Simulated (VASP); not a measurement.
A run of VASP 6.6.1 is set up as follows.

The input INCAR:

```
SYSTEM = SnO2
PREC = Accurate ; ENCUT = 520
EDIFF = 1E-6 ; ISMEAR = 0
SIGMA = 0.05 ; LREAL = .False.
LASPH = .True. ; NELM = 80
ALGO = Normal ; ISIF = 2
LWAVE = .False. ; LCHARG = .True.
GGA = CA ; LELF = .True.
LVHAR = .True. ; NBANDS = 35
```

The input KPOINTS:

```
regular mesh
0
Gamma
  6 6 8
  0 0 0
```

File POSCAR:

```
SnO2
1.0
    4.8629096204      0.0000000000      0.0000000000
    0.0000000000      4.8659738742      0.0000000000
    0.0000000000      0.0000000000      3.2857199819
Sn O
2 4
Direct
    0.5000000000      0.5000000000      0.5000000000
    0.0000000000      0.0000000000      0.0000000000
    0.3055669685      0.3065721192      0.0000000000
    0.8055669685      0.1934278808      0.5000000000
    0.1944330315      0.8065721192      0.5000000000
    0.6944330315      0.6934278808      0.0000000000
```

Potentials or basis: VASP PAW LDA potentials, release 64 (Sn_d, O).

The run is started by

```bash
$ cat potpaw_LDA.64/Sn_d/POTCAR potpaw_LDA.64/O/POTCAR > POTCAR
$ mpirun -np 1 vasp_std > vasp.out
```

Q: Predict the pressure.

A: -14.7 GPa.

Q: Predict the largest force.

A: 0.247 eV/Å.

Forces in eV/Å, atoms in the order of the input:
```
Sn   0.000  0.000  0.000
Sn   0.000  0.000  0.000
O    0.178  0.172  0.000
O    0.178 -0.172  0.000
O   -0.178  0.172  0.000
O   -0.178 -0.172  0.000
```

Caveat: the cell differs from its parent crystal (strain +0.030 along x and y, +0.030 along z).
